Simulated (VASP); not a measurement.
The system is Rb2MoF6.

```xyz
9
Lattice="0.0000 4.2508 4.2508 4.2508 0.0000 4.2508 4.2508 4.2508 0.0000" Properties=species:S:1:pos:R:3 pbc="T T T"
Rb    6.3761    6.3761    6.3761
Rb    2.1254    2.1254    2.1254
Mo    0.0000    0.0000    0.0000
F     2.0876    4.2508    4.2508
F     4.2508    4.2508    2.0876
F     6.4139    4.2508    4.2508
F     4.2508    2.0876    4.2508
F     4.2508    6.4139    4.2508
F     4.2508    4.2508    6.4139
```

| Property | Result |
| --- | --- |
| Program | VASP 6.6.1 |
| Task | relaxation of cell and atoms |
| Functional | PBEsol |
| Potentials or basis | VASP PAW PBE potentials, release 64 (Rb_sv, Mo_sv, F) |
| Cutoff | 600 eV |
| k mesh | 5 × 5 × 5 |
| Occupations | methfessel-paxton, width 0.1 eV |
| Spin | collinear spin |
| Starting moments | [0.0, 0.0, 1.0, 0.0, 0.0, 0.0, 0.0, 0.0, 0.0] μB |

At the start: pressure -8.4 GPa; volume 17.07 Å³/atom.

Problem. How do energy, volume and symmetry change on relaxing?

Solution. Over 10 steps the energy falls by 119.2 meV/atom and the volume is 17.81 Å³/atom (+4.3 %); space group Fm-3m (No. 225, to 0.1 Å) before and after; moment 2.00 μB per cell.

Step by step:
| step | energy change (eV) | largest force (eV/Å) | pressure (GPa) | volume (Å³) |
| --- | --- | --- | --- | --- |
| 1 | 0.0000 | 2.3690 | -8.41 | 153.61 |
| 2 | -0.4259 | 1.7888 | 12.45 | 134.55 |
| 3 | -0.8939 | 0.3742 | 1.56 | 141.75 |
| 4 | -0.8944 | 0.3184 | 1.84 | 141.52 |
| 5 | -0.9537 | 0.2197 | 1.58 | 144.55 |
| 6 | -1.0528 | 0.0954 | 1.24 | 153.90 |
| 7 | -1.0633 | 0.2340 | 1.23 | 158.03 |
| 8 | -1.0143 | 0.6267 | -2.66 | 166.04 |
| 9 | -1.0731 | 0.0325 | 0.00 | 160.30 |
| 10 | -1.0731 | 0.0273 | 0.03 | 160.25 |

Final structure:
```cif
data_structure
_symmetry_space_group_name_H-M 'P 1'
_symmetry_Int_Tables_number 1
_cell_length_a 6.0968
_cell_length_b 6.0968
_cell_length_c 6.0968
_cell_angle_alpha 60.000
_cell_angle_beta 60.000
_cell_angle_gamma 60.000
_cell_volume 160.25
loop_
_atom_site_label
_atom_site_type_symbol
_atom_site_fract_x
_atom_site_fract_y
_atom_site_fract_z
_atom_site_occupancy
Rb1 Rb 0.75000 0.75000 0.75000 1
Rb2 Rb 0.25000 0.25000 0.25000 1
Mo1 Mo 0.00000 0.00000 0.00000 1
F1 F 0.77295 0.22705 0.22705 1
F2 F 0.22705 0.22705 0.77295 1
F3 F 0.22705 0.77295 0.77295 1
F4 F 0.22705 0.77295 0.22705 1
F5 F 0.77295 0.22705 0.77295 1
F6 F 0.77295 0.77295 0.22705 1
```

Caveat: the PAW data sets were made with another functional, which shifts forces and pressure a little.
